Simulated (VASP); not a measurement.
A run of VASP 6.6.1 is set up as follows.

Contents of INCAR:

```
SYSTEM = In2Sb3
PREC = Accurate ; ENCUT = 520
EDIFF = 1E-6 ; ISMEAR = 0
SIGMA = 0.1 ; LREAL = .FALSE.
LASPH = .TRUE. ; NELM = 60
ALGO = Normal ; ISIF = 2
LWAVE = .FALSE. ; LCHARG = .FALSE.
GGA = PE ; NBANDS = 28
```

KPOINTS

```
regular mesh
0
G
  8 8 8
  0 0 0
```

POSCAR

```
In2Sb3
1.0
    5.6785256147      0.0000000000      0.0000000000
    0.0000000000      5.6785256147      0.0000000000
    0.0000000000      0.0000000000      5.6785256147
In Sb
2 3
Direct
    0.0000000000      0.0000000000      0.0000000000
    0.5000000000      0.5000000000      0.5000000000
    0.5000000000      0.0000000000      0.0000000000
    0.0000000000      0.5000000000      0.0000000000
    0.0000000000      0.0000000000      0.5000000000
```

Potentials or basis: VASP PAW PBE potentials, release 64 (In_d, Sb).

The run is started by

```bash
$ cat potpaw_PBE.64/In_d/POTCAR potpaw_PBE.64/Sb/POTCAR > POTCAR
$ mpirun -np 1 vasp_std > vasp.out
```

(1) Predict the pressure.

Results:

(1) 0.0 GPa.
